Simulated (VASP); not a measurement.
A run of VASP 6.6.1:

Contents of INCAR:

```
PREC = Accurate ; ENCUT = 520
EDIFF = 1E-6 ; ISMEAR = 0
SIGMA = 0.05 ; LREAL = F
LASPH = T ; NELM = 150
ALGO = Fast ; ISIF = 2
LWAVE = F ; LCHARG = F
ISPIN = 2 ; MAGMOM = 0 0 0 0 0 0 0 0 2
LORBIT = 11 ; LDIPOL = T
IDIPOL = 3 ; DIPOL = 0.5 0.5 0.326
GGA = PE ; NBANDS = 52
```

KPOINTS

```
Automatic mesh
0
Gamma
  8 5 1
```

The input POSCAR:

```
Ga4CN4
1.0
    3.2186527183      0.0000000000      0.0000000000
    0.0000000000      5.2434880756      0.0000000000
    0.0000000000      0.0000000000     19.1910778357
Ga N C
4 4 1
Direct
    0.0000000000      0.0008659247      0.2084301900
    0.5000000000      0.5008659247      0.2568456576
    0.5000000000      0.9918618151      0.3610150165
    0.0000000000      0.4623164221      0.3897090822
    0.0000000000      0.6241340753      0.2084301900
    0.5000000000      0.1241340753      0.2568456576
    0.5000000000      0.6214454689      0.3602829978
    0.0000000000      0.1155219640      0.4007632037
    0.5000000000      0.9488552974      0.4922467831
```

Potentials or basis: VASP PAW PBE potentials, release 64 (Ga_d, N, C).

Command:

```sh
$ cat potpaw_PBE.64/Ga_d/POTCAR potpaw_PBE.64/N/POTCAR potpaw_PBE.64/C/POTCAR > POTCAR
$ mpirun -np 1 vasp_std > vasp.out
```

Hardware: 1 thread of Oxide Virtual Turin-like Processor (shared host).

Q: Estimate the wall time of this run.

A: Run time: 24 min on 1 thread of Oxide Virtual Turin-like Processor, with other jobs on the host, peak memory 0.63 GiB. Counts: scf iterations 28, k points 15.
